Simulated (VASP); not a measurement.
# Co2S (P6/mmm) in VASP: notebook

The runs below take Co2S through single point, with PBE.

Program: VASP 6.6.1. These are calculated values, not measurements. Logs are shortened: lines on timing, memory, paths and dates and some standing lists are left out, and cuts for length are marked.

### Step 1. The cell of the first run

It takes space group P6/mmm (No. 191, hexagonal). Conventional cell: a = 3.912 Å, b = 3.912 Å, c = 2.937 Å, α = 90.00°, β = 90.00°, γ = 120.00°. Co (site symmetry -6m2) has 5 Co at 2.26 to 2.94 Å and 6 S at 2.69 Å within 3.0 Å. Within 3.6 Å of S (site symmetry 6/mmm) lie 12 Co at 2.69 Å and 2 S at 2.94 Å.

### Step 2. Single point, PBE, collinear spin, ferromagnetic start

INCAR

```
PREC = Accurate ; ENCUT = 520
EDIFF = 1E-6 ; ISMEAR = 0
SIGMA = 0.1 ; LREAL = False
LASPH = True ; NELM = 150
ALGO = Normal ; ISIF = 2
LWAVE = False ; LCHARG = False
ISPIN = 2 ; MAGMOM = 2 2 0.17
LORBIT = 11 ; LMAXMIX = 4
GGA = PE ; NBANDS = 23
```

KPOINTS

```
Automatic mesh
0
Gamma
  12 12 16
```

POSCAR

```
Co2S
1.0
    3.9122688127      0.0000000000      0.0000000000
   -1.9561344064      3.3881241783      0.0000000000
    0.0000000000      0.0000000000      2.9365787655
Co S
2 1
Direct
    0.3333333333      0.6666666667      0.5000000000
    0.6666666667      0.3333333333      0.5000000000
    0.0000000000      0.0000000000      0.0000000000
```

Potentials or basis: VASP PAW PBE potentials, release 64 (Co, S).

Launch:

```
> cat potpaw_PBE.64/Co/POTCAR potpaw_PBE.64/S/POTCAR > POTCAR
> mpirun -np 1 vasp_std > vasp.out
```

OUTCAR:

```text
PREC = Accurate
   ENCUT = 520
   EDIFF = 1E-6
   ISMEAR = 0
   LREAL = False
   LASPH = True
   NELM = 150
   ISIF = 2
   ISPIN = 2
   LORBIT = 11
   GGA = PE

 ion  position               nearest neighbor table
   1  0.333  0.667  0.500-   2 2.26   2 2.26   2 2.26   3 2.69   3 2.69   3 2.69   3 2.69   3 2.69
                             3 2.69
   2  0.667  0.333  0.500-   1 2.26   1 2.26   1 2.26   3 2.69   3 2.69   3 2.69   3 2.69   3 2.69
                             3 2.69
   3  0.000  0.000  0.000-   1 2.69   2 2.69   1 2.69   2 2.69   2 2.69   2 2.69   1 2.69   1 2.69
                             2 2.69   2 2.69   1 2.69   1 2.69

  LATTYP: Found a hexagonal cell.
 ALAT       =     3.9122688127
 C/A-ratio  =     0.7506076157

  Lattice vectors:

 A1 = (   3.9122688127,   0.0000000000,   0.0000000000)
 A2 = (  -1.9561344064,   3.3881241783,   0.0000000000)
 A3 = (   0.0000000000,   0.0000000000,   2.9365787655)

Analysis of symmetry for initial positions (statically):
=====================================================================
 Subroutine PRICEL returns:
 Original cell was already a primitive cell.

 Routine SETGRP: Setting up the symmetry group for a
 hexagonal supercell.

 Subroutine GETGRP returns: Found 24 space group operations
 (whereof 24 operations were pure point group operations)
 out of a pool of 24 trial point group operations.

The static configuration has the point symmetry D_6h.

Analysis of symmetry for dynamics (positions and initial velocities):
=====================================================================
 Subroutine PRICEL returns:
 Original cell was already a primitive cell.

 Routine SETGRP: Setting up the symmetry group for a
 hexagonal supercell.

 Subroutine GETGRP returns: Found 24 space group operations
 (whereof 24 operations were pure point group operations)
 out of a pool of 24 trial point group operations.

The dynamic configuration has the point symmetry D_6h.

Analysis of structural, dynamic, and magnetic symmetry:
=====================================================================
 Subroutine PRICEL returns:
 Original cell was already a primitive cell.

 Routine SETGRP: Setting up the symmetry group for a
 hexagonal supercell.

 Subroutine GETGRP returns: Found 24 space group operations
 (whereof 24 operations were pure point group operations)
 out of a pool of 24 trial point group operations.

The overall configuration has the point symmetry D_6h.

 Subroutine INISYM returns: Found 24 space group operations
 (whereof 24 operations are pure point group operations),
 and found     1 'primitive' translations

----------------------------------------------------------------------------------------

                                     Primitive cell

  volume of cell :      38.9251

  direct lattice vectors                    reciprocal lattice vectors
     3.912268813  0.000000000  0.000000000     0.255606158  0.147574284  0.000000000
    -1.956134406  3.388124178  0.000000000     0.000000000  0.295148568  0.000000000
     0.000000000  0.000000000  2.936578766     0.000000000  0.000000000  0.340532327

  length of vectors
     3.912268813  3.912268813  2.936578766     0.295148568  0.295148568  0.340532327

  position of ions in fractional coordinates (direct lattice)
     0.333333333  0.666666667  0.500000000
     0.666666667  0.333333333  0.500000000
     0.000000000  0.000000000  0.000000000

  ion indices of the primitive-cell ions
   primitive index   ion index
                 1           1
                 2           2
                 3           3

----------------------------------------------------------------------------------------

 KPOINTS: Automatic mesh

Automatic generation of k-mesh.
 Grid dimensions read from file:
 generate k-points for:   12   12   16

 Generating k-lattice:

  Cartesian coordinates                     Fractional coordinates (reciprocal lattice)
     0.021300513  0.012297857  0.000000000     0.083333333  0.000000000  0.000000000
     0.000000000  0.024595714  0.000000000     0.000000000  0.083333333  0.000000000
     0.000000000  0.000000000  0.021283270     0.000000000  0.000000000  0.062500000

  Length of vectors
     0.024595714  0.024595714  0.021283270

  Shift w.r.t. Gamma in fractional coordinates (k-lattice)
     0.000000000  0.000000000  0.000000000

 Subroutine IBZKPT returns following result:
 ===========================================

 Found    171 irreducible k-points:

 Following reciprocal coordinates:
            Coordinates               Weight
  0.000000  0.000000  0.000000      1.000000
  0.083333  0.000000  0.000000      6.000000
  0.166667  0.000000  0.000000      6.000000
  0.250000  0.000000  0.000000      6.000000
  0.333333 -0.000000  0.000000      6.000000
  0.416667  0.000000  0.000000      6.000000
[... 16 lines left out ...]
  0.250000  0.000000  0.062500     12.000000
  0.333333 -0.000000  0.062500     12.000000
 [... further k-points ...]
   k-points           NKPTS =    171   k-points in BZ     NKDIM =    171   number of bands    NBANDS=     23
   number of dos      NEDOS =    301   number of ions     NIONS =      3
   total plane-waves  NPLWV =  21600
   dimension x,y,z NGX =    30 NGY =   30 NGZ =   24
   dimension x,y,z NGXF=    60 NGYF=   60 NGZF=   48
   ions per type =               2   1
   NGX,Y,Z   is equivalent  to a cutoff of  12.75, 12.75, 13.59 a.u.
   NGXF,Y,Z  is equivalent  to a cutoff of  25.50, 25.50, 27.17 a.u.
 SYSTEM =  unknown system
   PREC   = accura    normal or accurate (medium, high low for compatibility)
   ISTART =      0    job   : 0-new  1-cont  2-samecut
   ICHARG =      2    charge: 1-file 2-atom 10-const
   ISPIN  =      2    spin polarized calculation?
   LNONCOLLINEAR =      F non collinear calculations
   LSORBIT =      F    spin-orbit coupling
   LASPH  =      T    aspherical Exc in radial PAW
   ENCUT  =  520.0 eV  38.22 Ry    6.18 a.u.   7.27  7.27  5.46*2*pi/ulx,y,z
   NELM   =    150;   NELMIN=  2; NELMDL= -5     # of ELM steps
   EDIFF  = 0.1E-05   stopping-criterion for ELM
   LREAL  =      F    real-space projection
   EDIFFG = 0.1E-04   stopping-criterion for IOM
   NSW    =      0    number of steps for IOM
   IBRION =     -1    ionic relax: 0-MD 1-quasi-New 2-CG
   NFREE  =      0    steps in history (QN), initial steepest desc. (CG)
   ISIF   =      2    stress and relaxation
   ISYM   =      2    0-nonsym 1-usesym 2-fastsym
   POTIM  = 0.5000    time-step for ionic-motion
   TEBEG  =    0.0;   TEEND  =   0.0 temperature during run
   PSTRESS=    0.0 pullay stress
   NELECT =      24.0000    total number of electrons
   NUPDOWN=      -1.0000    fix difference up-down
   EMIN   =  10.00;   EMAX   =-10.00  energy-range for DOS
   EFERMI =   0.00;   METHOD = LEGACY
   ISMEAR =     0;   SIGMA  =   0.10  broadening in eV -4-tet -1-fermi 0-gaus
   EFERMI_NEDOS =   21; number of points for ismear=-14 and -15
   IALGO  =     38    algorithm
   IMIX   =      4    mixing-type and parameters
     AMIX     =   0.40;   BMIX     =  1.00
     AMIX_MAG =   1.60;   BMIX_MAG =  1.00
  volume/ion in A,a.u.               =      12.98        87.56
  Fermi-wavevector in a.u.,A,eV,Ry     =   1.393377  2.633101 26.415710  1.941500
  Thomas-Fermi vector in A             =   2.517029
   LORBIT       =     11    0 simple, 1 ext, 2 COOP (PROOUT), +10 PAW based schemes
   GGA     = PE    functional components
   LHFCALC =     F    Hartree Fock is set to
   AEXX    =    0.0000 exact exchange contribution
   IVDW    =     0    specifies the selected vdW correction
   LEPSILON=     F    determine dielectric tensor
   LRPA    =     F    only Hartree local field effects (RPA)
 spin polarized calculation
 Gauss-broadening in eV      SIGMA  =   0.10
  energy-cutoff  :      520.00
  volume of cell :       38.93
 maximum number of plane-waves:      1077
 NGX is ok and might be reduce to    30
   NGX = 15   NGY = 15   NGZ = 11

 number of electron      24.0000006 magnetization       3.7458084

 Free energy of the ion-electron system (eV)
  ---------------------------------------------------
  ext. energy  EPLUGINS =         0.00000000
  ---------------------------------------------------
  free energy    TOTEN  =       -16.51315841 eV

  energy without entropy =      -16.49484438  energy(sigma->0) =      -16.50400139

 E-fermi :   9.3896     XC(G=0): -12.2122

 val. band max:        9.3879749095   @ k =   0.2500   0.1667   0.3125
 cond. band min:       9.3919552304   @ k =   0.1667   0.0000   0.1875
 fundamental gap:      0.0039803209
 Fermi energy:         9.3896165936

 spin component 1

 k-point     1 :       0.0000    0.0000    0.0000
  band No.  band energies     occupation
      1      -5.9620      1.00000
      2       4.0054      1.00000
      3       4.0054      1.00000
      4       5.5241      1.00000
      5       6.3618      1.00000
      6       6.3618      1.00000
[... 15 lines left out ...]
     22      23.4686      0.00000
     23      25.6406      0.00000

 k-point     2 :       0.0833    0.0000    0.0000
  band No.  band energies     occupation
      1      -5.9168      1.00000
      2       3.7331      1.00000
      3       4.0261      1.00000
      4       5.5570      1.00000
      5       6.3251      1.00000
      6       6.3347      1.00000
[... 15 lines left out ...]
     22      24.4740      0.00000
     23      25.0953      0.00000

 k-point     3 :       0.1667    0.0000    0.0000
  band No.  band energies     occupation
      1      -5.7889      1.00000
      2       3.1330      1.00000
      3       4.0842      1.00000
      4       5.6420      1.00000
      5       6.1700      1.00000
      6       6.2609      1.00000
[... 15 lines left out ...]
     22      24.0697      0.00000
     23      24.2589      0.00000
[... 495 lines left out ...]
 k-point    23 :       0.2500    0.0000    0.0625
  band No.  band energies     occupation
      1      -5.5544      1.00000
      2       2.5292      1.00000
      3       4.1825      1.00000
      4       5.7243      1.00000
      5       5.8316      1.00000
      6       6.0970      1.00000
[... 15 lines left out ...]
     22      23.3158      0.00000
     23      24.5915      0.00000

 k-point    24 :       0.3333   -0.0000    0.0625
  band No.  band energies     occupation
      1      -5.3545      1.00000
      2       1.9724      1.00000
      3       4.2560      1.00000
      4       5.5034      1.00000
      5       5.8744      1.00000
      6       5.9875      1.00000
[... 15 lines left out ...]
     22      23.9146      0.00000
     23      24.0956      0.00000

 [... further k-points ...]

 spin component 2

 k-point     1 :       0.0000    0.0000    0.0000
  band No.  band energies     occupation
      1      -5.8052      1.00000
      2       4.5544      1.00000
      3       4.5544      1.00000
      4       6.7403      1.00000
      5       7.8053      1.00000
      6       7.8053      1.00000
[... 15 lines left out ...]
     22      23.6682      0.00000
     23      26.0955      0.00000

 k-point     2 :       0.0833    0.0000    0.0000
  band No.  band energies     occupation
      1      -5.7592      1.00000
      2       4.2118      1.00000
      3       4.5626      1.00000
      4       6.8008      1.00000
      5       7.7216      1.00000
      6       7.7633      1.00000
[... 15 lines left out ...]
     22      24.7366      0.00000
     23      25.5216      0.00000

 k-point     3 :       0.1667    0.0000    0.0000
  band No.  band energies     occupation
      1      -5.6289      1.00000
      2       3.5006      1.00000
      3       4.5842      1.00000
      4       6.9263      1.00000
      5       7.4597      1.00000
      6       7.6562      1.00000
[... 15 lines left out ...]
     22      24.4722      0.00000
     23      24.6425      0.00000
[... 495 lines left out ...]
 k-point    23 :       0.2500    0.0000    0.0625
  band No.  band energies     occupation
      1      -5.3897      1.00000
      2       2.8098      1.00000
      3       4.6353      1.00000
      4       6.9229      1.00000
      5       7.0509      1.00000
      6       7.5026      1.00000
[... 15 lines left out ...]
     22      23.6745      0.00000
     23      24.8839      0.00000

 k-point    24 :       0.3333   -0.0000    0.0625
  band No.  band energies     occupation
      1      -5.1845      1.00000
      2       2.1873      1.00000
      3       4.6504      1.00000
      4       6.6305      1.00000
      5       7.1124      1.00000
      6       7.3945      1.00000
[... 15 lines left out ...]
     22      24.1987      0.00000
     23      24.4850      0.00000

 [... further k-points ...]
[... 5 lines left out ...]
  --------------------------------------------------------------------------------------
  -------------------------------------------------------------------------------------
  Total       -0.1105315     -0.1105315     -0.0482055      0.0000000     -0.0000000      0.0000000
  in kB       -4.5495367     -4.5495367     -1.9841651      0.0000000     -0.0000000      0.0000000
  external PRESSURE =      -3.6944129 kB  Pullay stress =       0.0000000 kB

 VOLUME and BASIS-vectors are now :
 -----------------------------------------------------------------------------
  energy-cutoff  :      520.00
  volume of cell :       38.93
      direct lattice vectors                 reciprocal lattice vectors
     3.912268813  0.000000000  0.000000000     0.255606158  0.147574284  0.000000000
    -1.956134406  3.388124178  0.000000000     0.000000000  0.295148568  0.000000000
     0.000000000  0.000000000  2.936578766     0.000000000  0.000000000  0.340532327

 POSITION                                       TOTAL-FORCE (eV/Angst)
 -----------------------------------------------------------------------------------
     -0.00000      2.25875      1.46829        -0.000000      0.000000      0.000000
      1.95613      1.12937      1.46829         0.000000     -0.000000      0.000000
      0.00000      0.00000      0.00000         0.000000     -0.000000      0.000000
 -----------------------------------------------------------------------------------
    total drift:                               -0.000000      0.000000      0.000000

  FREE ENERGIE OF THE ION-ELECTRON SYSTEM (eV)
  ---------------------------------------------------
  free  energy   TOTEN  =       -16.5131584057 eV

  energy  without entropy=      -16.4948443818  energy(sigma->0) =      -16.50400139

 total charge

# of ion       s       p       d       tot
------------------------------------------
    1        0.402   0.367   7.366   8.135
    2        0.402   0.367   7.366   8.135
    3        1.384   2.178   0.000   3.562
--------------------------------------------------
tot          2.188   2.912  14.733  19.833

 magnetization (x)

# of ion       s       p       d       tot
------------------------------------------
    1       -0.016  -0.012   1.815   1.787
    2       -0.016  -0.012   1.815   1.787
    3        0.014   0.140   0.000   0.154
--------------------------------------------------
tot         -0.019   0.117   3.631   3.729
```

It took 2.5 min on 1 thread of Intel Xeon 6975P-C (Granite Rapids), shared host; peak memory 0.34 GiB.

Results:

* Free energy: -16.5132 eV
* Pressure: -0.4 GPa
* Net moment: 3.75 μB per cell
* Site moments: Co +1.79; S +0.15 μB
* Valence electrons inside the program's atomic spheres: Co 8.13; S 3.56

Stress tensor (GPa, compression positive):
```
-0.45  0.00  0.00
 0.00 -0.45  0.00
 0.00  0.00 -0.20
```

Levels at points of the mesh, in eV from the Fermi level:
Spin up:
```tsv
k point	band 12	band 13	band 14	band 15	band 16	band 17
(0.00, 0.00, 0.00)	-1.67	-0.76	-0.23	-0.23	3.61	3.61
(0.50, 0.00, 0.00)	-1.43	-1.12	0.72	1.11	5.77	7.46
(0.00, 0.00, 0.50)	-0.96	-0.03	-0.03	2.06	4.09	7.84
(0.50, 0.00, 0.50)	-1.02	-0.97	-0.13	0.62	3.10	3.34
```
Spin down:
| k point | band 7 | band 8 | band 9 | band 10 | band 11 | band 12 | band 13 | band 14 |
| --- | --- | --- | --- | --- | --- | --- | --- | --- |
| (0.00, 0.00, 0.00) | -1.42 | -0.88 | -0.88 | -0.85 | -0.66 | 0.35 | 0.35 | 1.20 |
| (0.50, 0.00, 0.00) | -1.84 | -1.52 | -1.20 | 0.04 | 0.38 | 0.66 | 0.66 | 1.52 |
| (0.00, 0.00, 0.50) | -1.66 | -1.66 | -1.23 | -1.23 | -0.39 | 0.79 | 1.58 | 1.58 |
| (0.50, 0.00, 0.50) | -2.05 | -1.06 | 0.25 | 0.50 | 0.56 | 0.68 | 0.85 | 1.11 |

With open d or f shells a metallic result of PBE can be an artefact of self-interaction; +U or a hybrid may open a gap.

(Part 1 of 2 ends here.)
